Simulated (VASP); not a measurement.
# Ag (I4/mmm) in VASP: a series of runs, part 2 of 2

VASP 6.6.1. Earlier steps stand in the parts before.

**4. Single point, PBEsol (strain -0.080 along x and y, +0.080 along z)**

INCAR reads:

```
SYSTEM = Ag
PREC     = Accurate       ! precision mode
ENCUT    = 520            ! plane-wave cutoff, eV
EDIFF    = 1E-7           ! SCF threshold, eV
ISMEAR   = 0              ! smearing method
SIGMA    = 0.15           ! smearing width, eV
LREAL    = .False.        ! projectors in reciprocal space
LASPH    = .True.         ! aspherical terms in the spheres
NELM     = 100            ! most SCF steps
ALGO     = Normal         ! electronic algorithm
ISIF     = 2              ! what is computed and relaxed
LWAVE    = .False.        ! write WAVECAR
LCHARG   = .False.        ! write CHGCAR
GGA      = PS             ! functional
NBANDS   = 12             ! bands
```

KPOINTS reads:

```
regular mesh
0
Gamma
  20 20 20
  0 0 0
```

POSCAR reads:

```
Ag
1.0
   -1.5232016800      1.5232016800      1.7881063200
    1.5232016800     -1.5232016800      1.7881063200
    1.5232016800      1.5232016800     -1.7881063200
Ag
1
Direct
    0.0000000000      0.0000000000      0.0000000000
```

Potentials or basis: VASP PAW PBE potentials, release 64 (Ag).

The run is started by

```
> cat potpaw_PBE.64/Ag/POTCAR > POTCAR
> mpirun -np 1 vasp_std > vasp.out
```

OUTCAR:

```text
SYSTEM = Ag
   PREC = Accurate
   ENCUT = 520
   EDIFF = 1E-7
   ISMEAR = 0
   LREAL = .False.
   LASPH = .True.
   NELM = 100
   ISIF = 2
   GGA = PS

 ion  position               nearest neighbor table
   1  0.000  0.000  0.000-

  LATTYP: Found a body centered tetragonal cell.
 ALAT       =     3.0464033600
 C/A-ratio  =     1.1739130435

  Lattice vectors:

 A1 = (  -1.5232016800,   1.5232016800,   1.7881063200)
 A2 = (   1.5232016800,  -1.5232016800,   1.7881063200)
 A3 = (   1.5232016800,   1.5232016800,  -1.7881063200)
[... 531 lines left out ...]
      4       4.7462      2.00000
      5       5.2843      2.00000
      6       5.6611      2.00000
      7      17.1438      0.00000
      8      23.8978      0.00000
      9      26.1615      0.00000
     10      29.0832      0.00000
     11      30.3134      0.00000
     12      31.7605      0.00000

 [... further k-points ...]
[... 5 lines left out ...]
  --------------------------------------------------------------------------------------
  -------------------------------------------------------------------------------------
  Total        0.0102596      0.0102596      0.2416626      0.0000000     -0.0000000      0.0000000
  in kB        0.9905435      0.9905435     23.3319956      0.0000000     -0.0000000      0.0000000
  external PRESSURE =       8.4376942 kB  Pullay stress =       0.0000000 kB

 VOLUME and BASIS-vectors are now :
 -----------------------------------------------------------------------------
  energy-cutoff  :      520.00
  volume of cell :       16.59
      direct lattice vectors                 reciprocal lattice vectors
    -1.523201680  1.523201680  1.788106320     0.000000000  0.328255940  0.279625431
     1.523201680 -1.523201680  1.788106320     0.328255940  0.000000000  0.279625431
     1.523201680  1.523201680 -1.788106320     0.328255940  0.328255940  0.000000000

 POSITION                                       TOTAL-FORCE (eV/Angst)
 -----------------------------------------------------------------------------------
      0.00000      0.00000      0.00000         0.000000     -0.000000      0.000000
 -----------------------------------------------------------------------------------
    total drift:                               -0.000000      0.000000      0.000000

  FREE ENERGIE OF THE ION-ELECTRON SYSTEM (eV)
  ---------------------------------------------------
  free  energy   TOTEN  =        -3.2853377699 eV

  energy  without entropy=       -3.2815427541  energy(sigma->0) =       -3.28344026
```

Run time: 75 s. Hardware: 1 thread of AMD EPYC 9R45 (Zen 5), shared host; peak memory 0.21 GiB.

What came out:

- Free energy: -3.2853 eV
- Pressure: 0.8 GPa

Levels at points of the mesh, in eV from the Fermi level:
```tsv
k point	band 4	band 5	band 6	band 7	band 8	band 9
(0.00, 0.00, 0.00)	-4.42	-4.09	-3.38	16.62	18.89	18.89
(0.50, 0.00, 0.00)	-3.24	-2.64	-0.42	3.92	14.37	16.12
(0.50, 0.50, 0.00)	-3.14	-2.46	0.54	5.47	11.96	12.50
(0.50, 0.50, 0.50)	-2.69	-2.69	4.09	8.61	8.61	10.31
```

Caveat: the cell differs from its parent crystal (strain -0.080 along x and y, +0.080 along z); the PAW data sets were made with another functional, which shifts forces and pressure a little.

**5. Single point, PBEsol (strain -0.040 along x and y, +0.040 along z)**

INCAR reads:

```
SYSTEM = Ag
  PREC = Accurate
  ENCUT = 520
  EDIFF = 1E-6
  ISMEAR = 0
  SIGMA = 0.15
  LREAL = .False.
  LASPH = .True.
  NELM = 100
  ALGO = Normal
  ISIF = 2
  LWAVE = .False.
  LCHARG = .True.
  GGA = PS
  LELF = .True.
  LVHAR = .True.
  NBANDS = 12
```

KPOINTS reads:

```
Automatic mesh
0
Gamma
  20 20 20
  0 0 0
```

POSCAR reads:

```
Ag
1.0
   -1.5894278400      1.5894278400      1.7218801600
    1.5894278400     -1.5894278400      1.7218801600
    1.5894278400      1.5894278400     -1.7218801600
Ag
1
Direct
    0.0000000000      0.0000000000      0.0000000000
```

Potentials or basis: VASP PAW PBE potentials, release 64 (Ag).

The run is started by

```
> cat potpaw_PBE.64/Ag/POTCAR > POTCAR
> mpirun -np 1 vasp_std > vasp.out
```

OUTCAR:

```text
SYSTEM = Ag
   PREC = Accurate
   ENCUT = 520
   EDIFF = 1E-6
   ISMEAR = 0
   LREAL = .False.
   LASPH = .True.
   NELM = 100
   ISIF = 2
   GGA = PS

 ion  position               nearest neighbor table
   1  0.000  0.000  0.000-

  LATTYP: Found a body centered tetragonal cell.
 ALAT       =     3.1788556800
 C/A-ratio  =     1.0833333333

  Lattice vectors:

 A1 = (  -1.5894278400,   1.5894278400,   1.7218801600)
 A2 = (   1.5894278400,  -1.5894278400,   1.7218801600)
 A3 = (   1.5894278400,   1.5894278400,  -1.7218801600)

Analysis of symmetry for initial positions (statically):
=====================================================================
 Subroutine PRICEL returns:
 Original cell was already a primitive cell.

 Routine SETGRP: Setting up the symmetry group for a
 body centered tetragonal supercell.

 Subroutine GETGRP returns: Found 16 space group operations
 (whereof 16 operations were pure point group operations)
 out of a pool of 16 trial point group operations.

The static configuration has the point symmetry D_4h.

Analysis of symmetry for dynamics (positions and initial velocities):
[... 161 lines left out ...]
 cond. band min:       7.9743889644   @ k =   0.3000   0.2000  -0.0000
 fundamental gap:      0.0155813012
 Fermi energy:         7.9623835159

 k-point     1 :       0.0000    0.0000    0.0000
  band No.  band energies     occupation
      1       0.2786      2.00000
      2       3.0553      2.00000
      3       3.0553      2.00000
      4       3.3913      2.00000
      5       4.2243      2.00000
      6       4.5910      2.00000
      7      25.0197      0.00000
      8      26.2378      0.00000
      9      26.2378      0.00000
     10      30.4419      0.00000
     11      31.9712      0.00000
     12      32.1601      0.00000
[... 331 lines left out ...]
 k-point    24 :      -0.3500    0.0500    0.0000
  band No.  band energies     occupation
      1       1.8795      2.00000
      2       2.7155      2.00000
      3       4.0735      2.00000
      4       4.2578      2.00000
      5       4.6231      2.00000
      6       5.1018      2.00000
      7      16.4681      0.00000
      8      22.5982      0.00000
      9      24.2977      0.00000
     10      27.8331      0.00000
     11      29.3355      0.00000
     12      30.5244      0.00000

 [... further k-points ...]
[... 5 lines left out ...]
  --------------------------------------------------------------------------------------
  -------------------------------------------------------------------------------------
  Total       -0.4896528     -0.4896528     -0.3353169      0.0000000      0.0000000      0.0000000
  in kB      -45.0873021    -45.0873021    -30.8760287      0.0000000      0.0000000      0.0000000
  external PRESSURE =     -40.3502110 kB  Pullay stress =       0.0000000 kB

 VOLUME and BASIS-vectors are now :
 -----------------------------------------------------------------------------
  energy-cutoff  :      520.00
  volume of cell :       17.40
      direct lattice vectors                 reciprocal lattice vectors
    -1.589427840  1.589427840  1.721880160     0.000000000  0.314578610  0.290380255
     1.589427840 -1.589427840  1.721880160     0.314578610  0.000000000  0.290380255
     1.589427840  1.589427840 -1.721880160     0.314578610  0.314578610  0.000000000

 POSITION                                       TOTAL-FORCE (eV/Angst)
 -----------------------------------------------------------------------------------
      0.00000      0.00000      0.00000         0.000000      0.000000      0.000000
 -----------------------------------------------------------------------------------
    total drift:                               -0.000000      0.000000      0.000000

  FREE ENERGIE OF THE ION-ELECTRON SYSTEM (eV)
  ---------------------------------------------------
  free  energy   TOTEN  =        -3.2669374656 eV

  energy  without entropy=       -3.2628890222  energy(sigma->0) =       -3.26491324
```

Wall time 76 s (1 thread of AMD EPYC 9R45 (Zen 5), shared host); peak memory 0.21 GiB.

Results:

| Quantity | Value |
| --- | --- |
| Free energy | -3.2669 eV |
| Pressure | -4.0 GPa |

Caveat: the cell differs from its parent crystal (strain -0.040 along x and y, +0.040 along z); the PAW data sets were made with another functional, which shifts forces and pressure a little.

**6. Summary**

| cell | gap on the mesh (eV) | pressure (GPa) |
| --- | --- | --- |
| a = 2.717 Å, angles 111.8, 111.8, 104.9°, 1 atom | none | 12.5 |
| a = 2.758 Å, angles 112.9, 112.9, 102.7°, 1 atom | none | 6.0 |
| a = 2.800 Å, angles 114.1, 114.1, 100.6°, 1 atom | none | 0.8 |
| a = 2.832 Å, angles 111.7, 111.7, 105.1°, 1 atom | none | -4.0 |

Alike in all rows: task single point; level PBEsol; potentials or basis VASP PAW PBE potentials, release 64 (Ag); no spin polarisation; k mesh 20 × 20 × 20; cutoff (eV) 520; smearing gaussian 0.15 eV.

Caveats: the PAW data sets were made with another functional, which shifts forces and pressure a little.

Total energies depend on the potentials used, so only differences within one code and one set of settings carry meaning.
